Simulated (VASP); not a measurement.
A run of VASP 6.6.1:

INCAR

```
PREC = Accurate
ENCUT = 600
EDIFF = 1E-6
ISMEAR = -1
SIGMA = 0.1
LREAL = F
LASPH = T
NELM = 120
ALGO = Normal
ISIF = 2
LWAVE = F
LCHARG = T
GGA = PE
LELF = T
LVHAR = T
NBANDS = 16
GGA_COMPAT = F
```

KPOINTS

```
regular mesh
0
Gamma
  7 7 7
```

File POSCAR:

```
CdO
1.0
    0.0000000000      2.4068273472      2.4068273472
    2.4068273472      0.0000000000      2.4068273472
    2.4068273472      2.4068273472      0.0000000000
Cd O
1 1
Direct
    0.0000000000      0.0000000000      0.0000000000
    0.5000000000      0.5000000000      0.5000000000
```

Potentials or basis: VASP PAW PBE potentials, release 64 (Cd, O).

Run with:

```console
$ cat potpaw_PBE.64/Cd/POTCAR potpaw_PBE.64/O/POTCAR > POTCAR
$ mpirun -np 1 vasp_std > vasp.out
```

Hardware: 1 thread of Intel(R) Xeon(R) 6975P-C (Granite Rapids) (shared host).

Q: How long does it take, and how much memory?

A: Run time: 7.8 s on 1 thread of Intel(R) Xeon(R) 6975P-C (Granite Rapids), on a shared host, peak memory 0.15 GiB. Counts: scf iterations 13, k points 20.
